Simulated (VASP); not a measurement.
# Rb3ClO (Pm-3m) in VASP: single point with LDA

Aim: the single point of Rb3ClO with LDA.

Everything below comes from runs of VASP 6.6.1. Logs are shortened: lines on timing, memory, paths and dates and some standing lists are left out, and cuts for length are marked.

## (1) The cell of the first run

Symmetry: Pm-3m, No. 221, cubic system. Conventional cell: a = 5.534 Å, b = 5.534 Å, c = 5.534 Å, α = 90.00°, β = 90.00°, γ = 90.00°. Within 3.6 Å of Rb (site symmetry 4/mmm) lie 2 O at 2.77 Å. Cl (site symmetry m-3m) has 12 Rb at 3.91 Å and 8 O at 4.79 Å within 5.1 Å. Within 3.6 Å of O (site symmetry m-3m) lie 6 Rb at 2.77 Å.

## (2) Single point, LDA

Contents of INCAR:

```
SYSTEM = Rb3ClO
  PREC = Accurate
  ENCUT = 520
  EDIFF = 1E-6
  ISMEAR = 0
  SIGMA = 0.03
  LREAL = .False.
  LASPH = .True.
  NELM = 60
  ALGO = Normal
  ISIF = 2
  LWAVE = .False.
  LCHARG = .True.
  LELF = .True.
  LVHAR = .True.
  NBANDS = 28
```

Contents of KPOINTS:

```
regular mesh
0
Gamma
  8 8 8
  0 0 0
```

Contents of POSCAR:

```
Rb3ClO
1.0
    5.5336790000      0.0000000000      0.0000000000
    0.0000000000      5.5336790000      0.0000000000
    0.0000000000      0.0000000000      5.5336790000
Rb Cl O
3 1 1
Direct
    0.0000000000      0.0000000000      0.5000000000
    0.0000000000      0.5000000000      0.0000000000
    0.5000000000      0.0000000000      0.0000000000
    0.5000000000      0.5000000000      0.5000000000
    0.0000000000      0.0000000000      0.0000000000
```

Potentials or basis: VASP PAW LDA potentials, release 64 (Rb_sv, Cl, O).

On the command line:

```
> cat potpaw_LDA.64/Rb_sv/POTCAR potpaw_LDA.64/Cl/POTCAR potpaw_LDA.64/O/POTCAR > POTCAR
> mpirun -np 1 vasp_std > vasp.out
```

OUTCAR:

```text
SYSTEM = Rb3ClO
   PREC = Accurate
   ENCUT = 520
   EDIFF = 1E-6
   ISMEAR = 0
   LREAL = .False.
   LASPH = .True.
   NELM = 60
   ISIF = 2

 ion  position               nearest neighbor table
   1  0.000  0.000  0.500-   5 2.77   5 2.77   4 3.91   2 3.91   2 3.91   3 3.91   3 3.91   2 3.91
                             4 3.91   2 3.91   3 3.91   4 3.91   3 3.91   4 3.91
   2  0.000  0.500  0.000-   5 2.77   5 2.77   4 3.91   1 3.91   1 3.91   4 3.91   1 3.91   3 3.91
                             3 3.91   1 3.91   3 3.91   4 3.91   4 3.91   3 3.91
   3  0.500  0.000  0.000-   5 2.77   5 2.77   4 3.91   1 3.91   1 3.91   4 3.91   2 3.91   4 3.91
                             4 3.91   1 3.91   2 3.91   2 3.91   1 3.91   2 3.91
   4  0.500  0.500  0.500-   1 3.91   2 3.91   3 3.91   2 3.91   3 3.91   1 3.91   3 3.91   3 3.91
                             1 3.91   2 3.91   2 3.91   1 3.91
   5  0.000  0.000  0.000-   1 2.77   2 2.77   3 2.77   1 2.77   2 2.77   3 2.77

  LATTYP: Found a simple cubic cell.
 ALAT       =     5.5336790000

  Lattice vectors:

 A1 = (   5.5336790000,   0.0000000000,   0.0000000000)
 A2 = (   0.0000000000,   5.5336790000,   0.0000000000)
 A3 = (   0.0000000000,   0.0000000000,   5.5336790000)

Analysis of symmetry for initial positions (statically):
=====================================================================
 Subroutine PRICEL returns:
 Original cell was already a primitive cell.

 Routine SETGRP: Setting up the symmetry group for a
 simple cubic supercell.

 Subroutine GETGRP returns: Found 48 space group operations
 (whereof 48 operations were pure point group operations)
 out of a pool of 48 trial point group operations.

The static configuration has the point symmetry O_h .

Analysis of symmetry for dynamics (positions and initial velocities):
=====================================================================
 Subroutine PRICEL returns:
 Original cell was already a primitive cell.

 Routine SETGRP: Setting up the symmetry group for a
 simple cubic supercell.

 Subroutine GETGRP returns: Found 48 space group operations
 (whereof 48 operations were pure point group operations)
 out of a pool of 48 trial point group operations.

The dynamic configuration has the point symmetry O_h .

 Subroutine INISYM returns: Found 48 space group operations
 (whereof 48 operations are pure point group operations),
 and found     1 'primitive' translations

----------------------------------------------------------------------------------------
[... 97 lines left out ...]
   ENCUT  =  520.0 eV  38.22 Ry    6.18 a.u.  10.29 10.29 10.29*2*pi/ulx,y,z
   NELM   =     60;   NELMIN=  2; NELMDL= -5     # of ELM steps
   EDIFF  = 0.1E-05   stopping-criterion for ELM
   LREAL  =      F    real-space projection
   EDIFFG = 0.1E-04   stopping-criterion for IOM
   NSW    =      0    number of steps for IOM
   IBRION =     -1    ionic relax: 0-MD 1-quasi-New 2-CG
   NFREE  =      0    steps in history (QN), initial steepest desc. (CG)
   ISIF   =      2    stress and relaxation
   ISYM   =      2    0-nonsym 1-usesym 2-fastsym
   POTIM  = 0.5000    time-step for ionic-motion
   TEBEG  =    0.0;   TEEND  =   0.0 temperature during run
   PSTRESS=    0.0 pullay stress
   NELECT =      40.0000    total number of electrons
   NUPDOWN=      -1.0000    fix difference up-down
   EMIN   =  10.00;   EMAX   =-10.00  energy-range for DOS
   EFERMI =   0.00;   METHOD = LEGACY
   ISMEAR =     0;   SIGMA  =   0.03  broadening in eV -4-tet -1-fermi 0-gaus
   EFERMI_NEDOS =   21; number of points for ismear=-14 and -15
   IALGO  =     38    algorithm
   IMIX   =      4    mixing-type and parameters
     AMIX     =   0.40;   BMIX     =  1.00
     AMIX_MAG =   1.60;   BMIX_MAG =  1.00
  volume/ion in A,a.u.               =      33.89       228.70
  Fermi-wavevector in a.u.,A,eV,Ry     =   1.011768  1.911964 13.927932  1.023674
  Thomas-Fermi vector in A             =   2.144837
   LORBIT       =      0    0 simple, 1 ext, 2 COOP (PROOUT), +10 PAW based schemes
   GGA     = CA    functional components
   LHFCALC =     F    Hartree Fock is set to
   AEXX    =    0.0000 exact exchange contribution
   IVDW    =     0    specifies the selected vdW correction
   LEPSILON=     F    determine dielectric tensor
   LRPA    =     F    only Hartree local field effects (RPA)
 non-spin polarized calculation
 Gauss-broadening in eV      SIGMA  =   0.03
  energy-cutoff  :      520.00
  volume of cell :      169.45
 maximum number of plane-waves:      4632
 NGX is ok and might be reduce to    42
   NGX = 21   NGY = 21   NGZ = 21

 number of electron      39.9999994 magnetization

 Free energy of the ion-electron system (eV)
  ---------------------------------------------------
  ext. energy  EPLUGINS =         0.00000000
  ---------------------------------------------------
  free energy    TOTEN  =       -17.76949993 eV

  energy without entropy =      -17.76949993  energy(sigma->0) =      -17.76949993

 E-fermi :   0.9532     XC(G=0):  -7.8755

 val. band max:        0.7977766254   @ k =   0.0000   0.0000   0.0000
 cond. band min:       1.0802094667   @ k =   0.0000   0.0000   0.0000
 fundamental gap:      0.2824328413
 Fermi energy:         0.9531798925

 k-point     1 :       0.0000    0.0000    0.0000
  band No.  band energies     occupation
      1     -26.2539      2.00000
      2     -26.1394      2.00000
      3     -26.1394      2.00000
      4     -14.4309      2.00000
      5     -13.5857      2.00000
      6     -10.7714      2.00000
[... 733 lines left out ...]
     27       5.7692      0.00000
     28       5.9153      0.00000

 [... further k-points ...]
[... 5 lines left out ...]
  --------------------------------------------------------------------------------------
  -------------------------------------------------------------------------------------
  Total       -2.4756532     -2.4756532     -2.4756532      0.0000000      0.0000000      0.0000000
  in kB      -23.4076866    -23.4076866    -23.4076866      0.0000000      0.0000000      0.0000000
  external PRESSURE =     -23.4076866 kB  Pullay stress =       0.0000000 kB

 VOLUME and BASIS-vectors are now :
 -----------------------------------------------------------------------------
  energy-cutoff  :      520.00
  volume of cell :      169.45
      direct lattice vectors                 reciprocal lattice vectors
     5.533679000  0.000000000  0.000000000     0.180711603  0.000000000  0.000000000
     0.000000000  5.533679000  0.000000000     0.000000000  0.180711603  0.000000000
     0.000000000  0.000000000  5.533679000     0.000000000  0.000000000  0.180711603

 POSITION                                       TOTAL-FORCE (eV/Angst)
 -----------------------------------------------------------------------------------
      0.00000      0.00000      2.76684         0.000000      0.000000      0.000000
      0.00000      2.76684      0.00000         0.000000      0.000000      0.000000
      2.76684      0.00000      0.00000         0.000000      0.000000      0.000000
      2.76684      2.76684      2.76684         0.000000      0.000000      0.000000
      0.00000      0.00000      0.00000         0.000000      0.000000      0.000000
 -----------------------------------------------------------------------------------
    total drift:                                0.000000      0.000000     -0.000000

  FREE ENERGIE OF THE ION-ELECTRON SYSTEM (eV)
  ---------------------------------------------------
  free  energy   TOTEN  =       -17.7694999278 eV

  energy  without entropy=      -17.7694999278  energy(sigma->0) =      -17.76949993
```

OSZICAR:

```text
N       E                     dE             d eps       ncg     rms          rms(c)
DAV:   1     0.249770522053E+03    0.24977E+03   -0.17577E+04  1960   0.123E+03
DAV:   2    -0.517813085533E+01   -0.25495E+03   -0.24843E+03  2720   0.251E+02
DAV:   3    -0.235878963360E+02   -0.18410E+02   -0.18361E+02  2400   0.695E+01
DAV:   4    -0.240259709771E+02   -0.43807E+00   -0.43756E+00  3084   0.894E+00
DAV:   5    -0.240309703527E+02   -0.49994E-02   -0.49991E-02  2468   0.118E+00    0.116E+01
DAV:   6    -0.184407045048E+02    0.55903E+01   -0.29095E+01  2196   0.185E+01    0.841E+00
DAV:   7    -0.180895433935E+02    0.35116E+00   -0.24733E+00  2232   0.588E+00    0.436E+00
DAV:   8    -0.177686756486E+02    0.32087E+00   -0.64933E-01  2492   0.357E+00    0.661E-01
DAV:   9    -0.177691865902E+02   -0.51094E-03   -0.40876E-02  2736   0.733E-01    0.330E-01
DAV:  10    -0.177704630705E+02   -0.12765E-02   -0.14701E-02  2352   0.401E-01    0.188E-01
DAV:  11    -0.177695857599E+02    0.87731E-03   -0.13423E-02  2340   0.265E-01    0.851E-02
DAV:  12    -0.177696154652E+02   -0.29705E-04   -0.38579E-03  2480   0.139E-01    0.658E-02
DAV:  13    -0.177694959560E+02    0.11951E-03   -0.94190E-04  2312   0.749E-02    0.648E-03
DAV:  14    -0.177695048251E+02   -0.88691E-05   -0.77396E-05  2572   0.241E-02    0.162E-02
DAV:  15    -0.177694998499E+02    0.49752E-05   -0.48705E-05  2320   0.155E-02    0.230E-03
DAV:  16    -0.177694999278E+02   -0.77951E-07   -0.19324E-06  1844   0.482E-03
   1 F= -.17769500E+02 E0= -.17769500E+02  d E =-.540494E-12
```

It took 2.9 min on 1 thread of AMD EPYC 7R13 (Zen 3), shared host; peak memory 0.26 GiB.

What came out:

```
Free energy            : -17.7695 eV
Pressure               : -2.3 GPa
Band gap on the k mesh : 0.28 eV, direct
```

A k mesh can miss the band edges.
